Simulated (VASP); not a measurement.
A run of VASP 6.6.1:

INCAR

```
PREC = Accurate
ENCUT = 600
EDIFF = 1E-6
ISMEAR = 0
SIGMA = 0.02
LREAL = False
LASPH = True
NELM = 200
ALGO = Normal
ISIF = 2
LWAVE = False
LCHARG = True
LMAXMIX = 4
LDAU = True
LDAUTYPE = 2
LDAUL = 2 -1
LDAUU = 3.32 0
LDAUJ = 0 0
LDAUPRINT = 1
GGA = PE
LELF = True
LVHAR = True
NBANDS = 23
GGA_COMPAT = False
```

KPOINTS

```
regular mesh
0
Gamma
  12 12 8
```

File POSCAR:

```
CoO
1.0
    3.3790219827      0.0000000000      0.0000000000
   -1.6895109914      2.9263188769      0.0000000000
    0.0000000000      0.0000000000      5.5252915639
Co O
2 2
Direct
    0.0000000000      0.0000000000      0.0034741400
    0.3333333333      0.6666666667      0.5033624100
    0.0000000000      0.0000000000      0.3716088500
    0.3333333333      0.6666666667      0.8715556000
```

Potentials or basis: VASP PAW PBE potentials, release 64 (Co, O).

Command:

```bash
$ cat potpaw_PBE.64/Co/POTCAR potpaw_PBE.64/O/POTCAR > POTCAR
$ mpirun -np 1 vasp_std > vasp.out
```

Hardware: 1 thread of Oxide Virtual Turin-like Processor, with other jobs on the host.

Q: Estimate the wall time of this run.

A: Run time: 9.4 min on 1 thread of Oxide Virtual Turin-like Processor, with other jobs on the host, peak memory 0.28 GiB. Counts: scf iterations 27, k points 131.
